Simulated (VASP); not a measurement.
Input of a VASP 6.6.1 run:

File INCAR:

```
SYSTEM = GaSb3
  ALGO = Normal
  EDIFF = 1E-7
  ENCUT = 520
  GGA = PE
  ISIF = 2
  ISMEAR = 0
  IVDW = 12
  LASPH = .True.
  LCHARG = .True.
  LELF = .True.
  LREAL = .False.
  LVHAR = .True.
  LWAVE = .False.
  NBANDS = 22
  NELM = 100
  PREC = Accurate
  SIGMA = 0.15
```

File KPOINTS:

```
k-points
0
Gamma
  8 8 8
  0 0 0
```

POSCAR

```
GaSb3
1.0
    0.0000000000      3.6478901029      3.6478901029
    3.6478901029      0.0000000000      3.6478901029
    3.6478901029      3.6478901029      0.0000000000
Ga Sb
1 3
Direct
    0.0000000000      0.0000000000      0.0000000000
    0.2500000000      0.2500000000      0.2500000000
    0.7500000000      0.7500000000      0.7500000000
    0.5000000000      0.5000000000      0.5000000000
```

Potentials or basis: VASP PAW PBE potentials, release 64 (Ga_d, Sb).

Launch:

```console
$ cat potpaw_PBE.64/Ga_d/POTCAR potpaw_PBE.64/Sb/POTCAR > POTCAR
$ mpirun -np 1 vasp_std > vasp.out
```

Question: What does it give for the pressure?

Answer: -0.1 GPa.

Question: What does it give for the band gap on the k mesh?

Answer: Zero (bands 14 and 15 overlap by 4.14 eV).

Question: Estimate the dispersion energy per atom.

Answer: -0.479 eV.

Caveat: spin-orbit coupling is left out, which moves the levels of the heavy elements.
